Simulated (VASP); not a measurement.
Runs of VASP 6.6.1 on SrO. The structure is that of space group P6_3/mmc (No. 194), or close to it. The cells are those of the table. 

```tsv
task	level	potentials or basis	cell	k mesh	cutoff (eV)	gap on the mesh (eV)	pressure (GPa)	relaxed volume (Å³/atom)
relaxation of cell and atoms	PBEsol	VASP PAW PBE potentials, release 64 (Sr_sv, O)	relaxed from a = 4.290, b = 4.290, c = 5.183 Å, angles 90.0, 90.0, 120.0°, 4 atoms	6 × 6 × 4	600	2.57	0.0	19.97
single point	LDA	VASP PAW LDA potentials, release 64 (Sr_sv, O)	a = 4.189, b = 4.189, c = 5.050 Å, angles 90.0, 90.0, 120.0°, 4 atoms	6 × 6 × 4	520	2.62	(b)	-
relaxation of cell and atoms	LDA	VASP PAW LDA potentials, release 64 (Sr_sv, O)	relaxed from a = 4.290, b = 4.290, c = 5.183 Å, angles 90.0, 90.0, 120.0°, 4 atoms	6 × 6 × 4	600	2.61	0.0	19.32
single point	r2SCAN	VASP PAW PBE potentials, release 64 (Sr_sv, O)	a = 4.270, b = 4.270, c = 5.144 Å, angles 90.0, 90.0, 120.0°, 4 atoms	6 × 6 × 4	520	3.02	0.5	-
single point	PBE	VASP PAW PBE potentials, release 64 (Sr_sv, O)	a = 4.270, b = 4.270, c = 5.144 Å, angles 90.0, 90.0, 120.0°, 4 atoms	12 × 12 × 6	520	2.64	(a)	-
```

Alike in all rows: no spin polarisation; smearing fermi-dirac 0.02 eV.

Problem. Fill in the values left out.

Solution. (a) 1.7; (b) 0.7.

Caveats: the PAW data sets were made with another functional, which shifts forces and pressure a little (at least some runs).

A k mesh can miss the band edges, and the runs leave out spin-orbit coupling on Sr.
